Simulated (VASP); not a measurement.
# ZrC (Fm-3m) in VASP: further runs

Runs on ZrC. Level: PBE. Tasks: single point, relaxation of cell and atoms.

Program: VASP 6.6.1. These are calculated values, not measurements. Logs are shortened: lines on timing, memory, paths and dates and some standing lists are left out, and cuts for length are marked.

## Step 1: The cell of the first run

The structure is cubic, space group Fm-3m (No. 225). Conventional cell: a = 4.709 Å, b = 4.709 Å, c = 4.709 Å, α = 90.00°, β = 90.00°, γ = 90.00°. Within 3.1 Å of Zr (site symmetry m-3m) lie 6 C at 2.35 Å. C (site symmetry m-3m) has 6 Zr at 2.35 Å within 3.1 Å.

## Step 2: Single point, PBE

File INCAR:

```
  PREC = Accurate
  ENCUT = 520
  EDIFF = 1E-7
  ISMEAR = 0
  SIGMA = 0.1
  LREAL = F
  LASPH = T
  NELM = 80
  ALGO = Normal
  ISIF = 2
  LWAVE = F
  LCHARG = F
  GGA = PE
  NBANDS = 42
```

File KPOINTS:

```
Automatic mesh
0
Gamma
  8 8 8
```

File POSCAR:

```
ZrC
1.0
    4.7086682164      0.0000000000      0.0000000000
    0.0000000000     -4.7086682164      0.0000000000
    0.0000000000      0.0000000000     -4.7086682164
Zr C
4 4
Direct
    0.0000000000      1.0000000000      1.0000000000
    0.5000000000      0.5000000000      1.0000000000
    0.5000000000      1.0000000000      0.5000000000
    0.0000000000      0.5000000000      0.5000000000
    0.5000000000      0.0000000000      0.0000000000
    0.0000000000      0.5000000000      0.0000000000
    0.0000000000      0.0000000000      0.5000000000
    0.5000000000      0.5000000000      0.5000000000
```

Potentials or basis: VASP PAW PBE potentials, release 64 (Zr_sv, C).

On the command line:

```
cat potpaw_PBE.64/Zr_sv/POTCAR potpaw_PBE.64/C/POTCAR > POTCAR
mpirun -np 1 vasp_std > vasp.out
```

OUTCAR:

```text
PREC = Accurate
   ENCUT = 520
   EDIFF = 1E-7
   ISMEAR = 0
   LREAL = F
   LASPH = T
   NELM = 80
   ISIF = 2
   GGA = PE

 ion  position               nearest neighbor table
   1  0.000  0.000  0.000-   5 2.35   6 2.35   7 2.35   7 2.35   6 2.35   5 2.35   3 3.33   4 3.33
                             2 3.33   2 3.33   4 3.33   3 3.33   4 3.33   2 3.33   3 3.33   4 3.33
   2  0.500  0.500  0.000-   5 2.35   6 2.35   8 2.35   8 2.35   5 2.35   6 2.35   3 3.33   4 3.33
                             1 3.33   1 3.33   3 3.33   3 3.33   3 3.33   1 3.33   4 3.33   4 3.33
   3  0.500  0.000  0.500-   5 2.35   7 2.35   8 2.35   5 2.35   8 2.35   7 2.35   1 3.33   2 3.33
                             1 3.33   2 3.33   4 3.33   2 3.33   2 3.33   1 3.33   4 3.33   4 3.33
   4  0.000  0.500  0.500-   6 2.35   7 2.35   8 2.35   6 2.35   7 2.35   8 2.35   1 3.33   2 3.33
                             1 3.33   1 3.33   3 3.33   2 3.33   1 3.33   2 3.33   3 3.33   3 3.33
   5  0.500  0.000  0.000-   1 2.35   2 2.35   3 2.35   3 2.35   2 2.35   1 2.35
   6  0.000  0.500  0.000-   1 2.35   2 2.35   4 2.35   4 2.35   1 2.35   2 2.35
   7  0.000  0.000  0.500-   1 2.35   3 2.35   4 2.35   1 2.35   4 2.35   3 2.35
   8  0.500  0.500  0.500-   2 2.35   3 2.35   4 2.35   2 2.35   3 2.35   4 2.35

  LATTYP: Found a simple cubic cell.
 ALAT       =     4.7086682164

  Lattice vectors:

 A1 = (   4.7086682164,   0.0000000000,   0.0000000000)
 A2 = (   0.0000000000,  -4.7086682164,   0.0000000000)
 A3 = (   0.0000000000,   0.0000000000,  -4.7086682164)

Analysis of symmetry for initial positions (statically):
=====================================================================
 Subroutine PRICEL returns following result:

  LATTYP: Found a face centered cubic cell.
 ALAT       =     4.7086682164

  Lattice vectors:

 A1 = (   2.3543341082,   2.3543341082,   0.0000000000)
 A2 = (   2.3543341082,   0.0000000000,  -2.3543341082)
 A3 = (   0.0000000000,   2.3543341082,  -2.3543341082)

   4 primitive cells build up your supercell.

 Routine SETGRP: Setting up the symmetry group for a
 simple cubic supercell.

 Subroutine GETGRP returns: Found 48 space group operations
 (whereof 48 operations were pure point group operations)
 out of a pool of 48 trial point group operations.

The static configuration has the point symmetry O_h .

Analysis of symmetry for dynamics (positions and initial velocities):
=====================================================================
 Subroutine PRICEL returns following result:

  LATTYP: Found a face centered cubic cell.
 ALAT       =     4.7086682164

  Lattice vectors:

 A1 = (   2.3543341082,   2.3543341082,   0.0000000000)
 A2 = (   2.3543341082,   0.0000000000,  -2.3543341082)
 A3 = (   0.0000000000,   2.3543341082,  -2.3543341082)

   4 primitive cells build up your supercell.

 Routine SETGRP: Setting up the symmetry group for a
 simple cubic supercell.

 Subroutine GETGRP returns: Found 48 space group operations
 (whereof 48 operations were pure point group operations)
 out of a pool of 48 trial point group operations.

The dynamic configuration has the point symmetry O_h .

 Subroutine INISYM returns: Found 48 space group operations
 (whereof 48 operations are pure point group operations),
 and found     4 'primitive' translations

----------------------------------------------------------------------------------------

                                     Primitive cell

  volume of cell :      26.0996

  direct lattice vectors                    reciprocal lattice vectors
     2.354334108  2.354334108  0.000000000     0.212374275  0.212374275  0.212374275
     2.354334108  0.000000000 -2.354334108     0.212374275 -0.212374275 -0.212374275
     0.000000000  2.354334108 -2.354334108    -0.212374275  0.212374275 -0.212374275

  length of vectors
     3.329531226  3.329531226  3.329531226     0.367843035  0.367843035  0.367843035

  position of ions in fractional coordinates (direct lattice)
     0.000000000  0.000000000  0.000000000
     0.500000000  0.500000000  0.500000000

  ion indices of the primitive-cell ions
   primitive index   ion index
                 1           1
                 2           5

----------------------------------------------------------------------------------------

 KPOINTS: Automatic mesh

Automatic generation of k-mesh.
 Grid dimensions read from file:
 generate k-points for:    8    8    8

 Generating k-lattice:

  Cartesian coordinates                     Fractional coordinates (reciprocal lattice)
     0.026546784  0.000000000  0.000000000     0.125000000  0.000000000  0.000000000
     0.000000000 -0.026546784  0.000000000     0.000000000  0.125000000  0.000000000
     0.000000000  0.000000000 -0.026546784     0.000000000  0.000000000  0.125000000

  Length of vectors
     0.026546784  0.026546784  0.026546784

  Shift w.r.t. Gamma in fractional coordinates (k-lattice)
     0.000000000  0.000000000  0.000000000

 Subroutine IBZKPT returns following result:
 ===========================================

 Found     35 irreducible k-points:

 Following reciprocal coordinates:
            Coordinates               Weight
  0.000000  0.000000  0.000000      1.000000
  0.125000  0.000000  0.000000      6.000000
  0.250000  0.000000  0.000000      6.000000
  0.375000  0.000000  0.000000      6.000000
  0.500000  0.000000  0.000000      3.000000
  0.125000  0.125000  0.000000     12.000000
[... 16 lines left out ...]
  0.375000  0.375000  0.125000     24.000000
  0.500000  0.375000  0.125000     24.000000
 [... further k-points ...]
   k-points           NKPTS =     35   k-points in BZ     NKDIM =     35   number of bands    NBANDS=     42
   number of dos      NEDOS =    301   number of ions     NIONS =      8
   total plane-waves  NPLWV =  46656
   dimension x,y,z NGX =    36 NGY =   36 NGZ =   36
   dimension x,y,z NGXF=    72 NGYF=   72 NGZF=   72
   ions per type =               4   4
   NGX,Y,Z   is equivalent  to a cutoff of  12.71, 12.71, 12.71 a.u.
   NGXF,Y,Z  is equivalent  to a cutoff of  25.42, 25.42, 25.42 a.u.
 SYSTEM =  unknown system
   PREC   = accura    normal or accurate (medium, high low for compatibility)
   ISTART =      0    job   : 0-new  1-cont  2-samecut
   ICHARG =      2    charge: 1-file 2-atom 10-const
   ISPIN  =      1    spin polarized calculation?
   LNONCOLLINEAR =      F non collinear calculations
   LSORBIT =      F    spin-orbit coupling
   LASPH  =      T    aspherical Exc in radial PAW
   ENCUT  =  520.0 eV  38.22 Ry    6.18 a.u.   8.76  8.76  8.76*2*pi/ulx,y,z
   NELM   =     80;   NELMIN=  2; NELMDL= -5     # of ELM steps
   EDIFF  = 0.1E-06   stopping-criterion for ELM
   LREAL  =      F    real-space projection
   EDIFFG = 0.1E-05   stopping-criterion for IOM
   NSW    =      0    number of steps for IOM
   IBRION =     -1    ionic relax: 0-MD 1-quasi-New 2-CG
   NFREE  =      0    steps in history (QN), initial steepest desc. (CG)
   ISIF   =      2    stress and relaxation
   ISYM   =      2    0-nonsym 1-usesym 2-fastsym
   POTIM  = 0.5000    time-step for ionic-motion
   TEBEG  =    0.0;   TEEND  =   0.0 temperature during run
   PSTRESS=    0.0 pullay stress
   NELECT =      64.0000    total number of electrons
   NUPDOWN=      -1.0000    fix difference up-down
   EMIN   =  10.00;   EMAX   =-10.00  energy-range for DOS
   EFERMI =   0.00;   METHOD = LEGACY
   ISMEAR =     0;   SIGMA  =   0.10  broadening in eV -4-tet -1-fermi 0-gaus
   EFERMI_NEDOS =   21; number of points for ismear=-14 and -15
   IALGO  =     38    algorithm
   IMIX   =      4    mixing-type and parameters
     AMIX     =   0.40;   BMIX     =  1.00
     AMIX_MAG =   1.60;   BMIX_MAG =  1.00
  volume/ion in A,a.u.               =      13.05        88.06
  Fermi-wavevector in a.u.,A,eV,Ry     =   1.390710  2.628062 26.314697  1.934076
  Thomas-Fermi vector in A             =   2.514619
   LORBIT       =      0    0 simple, 1 ext, 2 COOP (PROOUT), +10 PAW based schemes
   GGA     = PE    functional components
   LHFCALC =     F    Hartree Fock is set to
   AEXX    =    0.0000 exact exchange contribution
   IVDW    =     0    specifies the selected vdW correction
   LEPSILON=     F    determine dielectric tensor
   LRPA    =     F    only Hartree local field effects (RPA)
 non-spin polarized calculation
 Gauss-broadening in eV      SIGMA  =   0.10
  energy-cutoff  :      520.00
  volume of cell :      104.40
 maximum number of plane-waves:      2841
 NGX is ok and might be reduce to    36
   NGX = 17   NGY = 17   NGZ = 17

 number of electron      64.0000002 magnetization

 Free energy of the ion-electron system (eV)
  ---------------------------------------------------
  ext. energy  EPLUGINS =         0.00000000
  ---------------------------------------------------
  free energy    TOTEN  =       -77.85612490 eV

  energy without entropy =      -77.85119957  energy(sigma->0) =      -77.85366224

 E-fermi :   9.5582     XC(G=0): -12.1071

 val. band max:        9.5445858689   @ k =   0.1250   0.0000   0.0000
 cond. band min:       9.6066780463   @ k =   0.0000   0.0000   0.0000
 fundamental gap:      0.0620921774
 Fermi energy:         9.5582029734

 k-point     1 :       0.0000    0.0000    0.0000
  band No.  band energies     occupation
      1     -38.5730      2.00000
      2     -38.4414      2.00000
      3     -38.4414      2.00000
      4     -38.4414      2.00000
      5     -17.0043      2.00000
      6     -17.0043      2.00000
[... 34 lines left out ...]
     41      13.9754      0.00000
     42      13.9754      0.00000

 k-point     2 :       0.1250    0.0000    0.0000
  band No.  band energies     occupation
      1     -38.5680      2.00000
      2     -38.4465      2.00000
      3     -38.4414      2.00000
      4     -38.4414      2.00000
      5     -16.9881      2.00000
      6     -16.9881      2.00000
[... 979 lines left out ...]
     41      14.1500      0.00000
     42      14.3695      0.00000

 k-point    24 :       0.5000    0.3750    0.1250
  band No.  band energies     occupation
      1     -38.4859      2.00000
      2     -38.4859      2.00000
      3     -38.4625      2.00000
      4     -38.4625      2.00000
      5     -16.9492      2.00000
      6     -16.9492      2.00000
[... 34 lines left out ...]
     41      14.3500      0.00000
     42      14.3530      0.00000

 [... further k-points ...]

------------------------ aborting loop because EDIFF is reached ----------------------------------------

  FORCE on cell =-STRESS in cart. coord.  units (eV):
  Direction    XX          YY          ZZ          XY          YZ          ZX
  --------------------------------------------------------------------------------------
  -------------------------------------------------------------------------------------
  Total        0.1374602      0.1374602      0.1374602      0.0000000      0.0000000      0.0000000
  in kB        2.1095665      2.1095665      2.1095665      0.0000000      0.0000000      0.0000000
  external PRESSURE =       2.1095665 kB  Pullay stress =       0.0000000 kB

 VOLUME and BASIS-vectors are now :
 -----------------------------------------------------------------------------
  energy-cutoff  :      520.00
  volume of cell :      104.40
      direct lattice vectors                 reciprocal lattice vectors
     4.708668216  0.000000000  0.000000000     0.212374275  0.000000000  0.000000000
     0.000000000 -4.708668216  0.000000000     0.000000000 -0.212374275  0.000000000
     0.000000000  0.000000000 -4.708668216     0.000000000  0.000000000 -0.212374275

 POSITION                                       TOTAL-FORCE (eV/Angst)
 -----------------------------------------------------------------------------------
      0.00000      0.00000      0.00000         0.000000      0.000000     -0.000000
      2.35433     -2.35433      0.00000         0.000000     -0.000000     -0.000000
      2.35433      0.00000     -2.35433        -0.000000     -0.000000      0.000000
      0.00000     -2.35433     -2.35433        -0.000000     -0.000000      0.000000
      2.35433      0.00000      0.00000        -0.000000      0.000000     -0.000000
      0.00000     -2.35433      0.00000         0.000000      0.000000      0.000000
      0.00000      0.00000     -2.35433         0.000000      0.000000     -0.000000
      2.35433     -2.35433     -2.35433         0.000000      0.000000     -0.000000
 -----------------------------------------------------------------------------------
    total drift:                                0.000000     -0.000000     -0.000000

  FREE ENERGIE OF THE ION-ELECTRON SYSTEM (eV)
  ---------------------------------------------------
  free  energy   TOTEN  =       -77.8561249010 eV

  energy  without entropy=      -77.8511995719  energy(sigma->0) =      -77.85366224
```

Wall time 55 s (1 thread of Intel Xeon 6975P-C (Granite Rapids), shared host); peak memory 0.26 GiB.

What came out:

| Property | Result |
| --- | --- |
| Free energy | -77.8561 eV |
| Pressure | 0.2 GPa |
| Band gap on the k mesh | zero (bands 32 and 33 overlap by 0.75 eV) |

## Step 3: Relaxation of cell and atoms, PBE

File INCAR:

```
ALGO     = Normal         # electronic algorithm
EDIFF    = 1E-7           # SCF threshold, eV
EDIFFG   = -0.015         # ionic threshold
ENCUT    = 600            # plane-wave cutoff, eV
GGA      = PE             # functional
IBRION   = 2              # ionic algorithm
ISIF     = 3              # what is computed and relaxed
ISMEAR   = 0              # smearing method
LASPH    = T              # aspherical terms in the spheres
LCHARG   = F              # write CHGCAR
LREAL    = F              # projectors in reciprocal space
LWAVE    = F              # write WAVECAR
NELM     = 80             # most SCF steps
NSW      = 80             # ionic steps
PREC     = Accurate       # precision mode
SIGMA    = 0.1            # smearing width, eV
```

File KPOINTS:

```
k-points
0
Gamma
  8 8 8
```

POSCAR is that of step 2.

Potentials or basis: VASP PAW PBE potentials, release 64 (Zr_sv, C).

On the command line:

```
cat potpaw_PBE.64/Zr_sv/POTCAR potpaw_PBE.64/C/POTCAR > POTCAR
mpirun -np 1 vasp_std > vasp.out
```

Run time: 67 s. Hardware: 1 thread of Intel Xeon 6975P-C (Granite Rapids), shared host; peak memory 0.31 GiB.

Results (log left out):

```
Free energy             : -77.8598 eV
Pressure after relaxing : 0.1 GPa
Band gap on the k mesh  : zero (bands 32 and 33 overlap by 0.75 eV)
```

Final structure:
```
Zr C
1.0
     4.70867    0.00000    0.00000
     0.00000   -4.70867    0.00000
     0.00000    0.00000   -4.70867
Zr C
4 4
Cartesian
  0.0000 0.0000 0.0000
  2.3543 -2.3543 0.0000
  2.3543 0.0000 -2.3543
  0.0000 -2.3543 -2.3543
  2.3543 0.0000 0.0000
  0.0000 -2.3543 0.0000
  0.0000 0.0000 -2.3543
  2.3543 -2.3543 -2.3543
```

Levels at points of the mesh, in eV from the Fermi level:
```tsv
k point	band 29	band 30	band 31	band 32	band 33	band 34	band 35	band 36
(0.00, 0.00, 0.00)	0.05	0.05	0.05	0.05	0.93	0.93	0.93	1.09
(0.50, 0.00, 0.00)	-0.60	-0.60	-0.38	-0.38	-0.38	-0.38	3.27	3.27
(0.50, 0.50, 0.00)	-2.23	-2.23	-2.23	-2.23	3.13	3.13	3.13	3.13
(0.50, 0.50, 0.50)	-2.92	-2.92	-2.92	-2.92	4.47	4.47	4.47	4.47
```

Caveat: the relaxation stopped at its first step, so nothing moved.
